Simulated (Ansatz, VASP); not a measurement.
## Na in VASP and in Ansatz

```
Na
1.0
     0.00000    3.77740    3.77740
     3.77740    0.00000    3.77740
     3.77740    3.77740    0.00000
Na
2
Direct
  0.12500 0.12500 0.12500
  0.87500 0.87500 0.87500
```

Alike in both runs: task single point; functional RPBE; k mesh 8 × 8 × 8; occupations fermi-dirac, width 0.1 eV; no spin polarisation.

```csv
,VASP,Ansatz
version,VASP 6.6.1,Ansatz 0.2.0
potentials or method,"VASP PAW PBE potentials, release 64 (Na_pv), cutoff 500 eV","plane waves (420 eV) with PAW, scalar-relativistic"
valence electrons in the cell,14,18
```

```csv
,VASP,Ansatz,Ansatz less VASP
pressure (GPa),0.2,0.3,+0.02
```

VASP's potentials were made for PBE, not for RPBE. The functional is the same, so the differences come from potentials, cutoffs and numerics. VASP's potentials hold 14 valence electrons a cell and Ansatz's 18, so a difference there can come from the potentials and not from the codes.
